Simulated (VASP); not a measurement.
Set up this calculation in VASP 6.6.1, as the native input.

```yaml
Task: single point
Functional: LDA
Potentials_or_basis: VASP PAW LDA potentials, release 64 (Rh_pv)
Cutoff: 500 eV
k_mesh: 7 × 7 × 4
Occupations: gaussian, width 0.05 eV
Spin: no spin polarisation
Dipole_correction: no
Further_INCAR_settings: ALGO = Normal; EDIFF = 1e-06; NBANDS = 22
```

The structure of Rh lies in POSCAR:

```
Rh
1.0
    2.6523256029      0.0000000000      0.0000000000
   -1.3261628014      2.2969813512      0.0000000000
    0.0000000000      0.0000000000      4.3421463276
Rh
2
Direct
    0.3333333333      0.6666666667      0.2500000000
    0.6666666667      0.3333333333      0.7500000000
```

This isn't the form of Rh at room conditions, which is fcc.

One way to write it, as run:

INCAR

```
SYSTEM = Rh
ALGO = Normal ; EDIFF = 1E-6
ENCUT = 500 ; GGA_COMPAT = .FALSE.
ISIF = 2 ; ISMEAR = 0
LASPH = .TRUE. ; LCHARG = .FALSE.
LREAL = .FALSE. ; LWAVE = .FALSE.
NBANDS = 22 ; NELM = 120
PREC = Accurate ; SIGMA = 0.05
```

KPOINTS

```
k-points
0
G
  7 7 4
  0 0 0
```

Potentials or basis: VASP PAW LDA potentials, release 64 (Rh_pv).

Command:

```bash
$ cat potpaw_LDA.64/Rh_pv/POTCAR > POTCAR
$ mpirun -np 1 vasp_std > vasp.out
```

Results of the run:

The pressure is 0.9 GPa and the band gap on the k mesh is zero (bands 15 and 16 overlap by 2.31 eV).

Caveat: the k points lie up to 0.39 Å⁻¹ apart, too coarse for converged energies and pressures of a metal.

It took 9.1 s on 1 thread of Intel(R) Xeon(R) Platinum 8488C (Sapphire Rapids), on a shared host, peak memory 0.12 GiB.
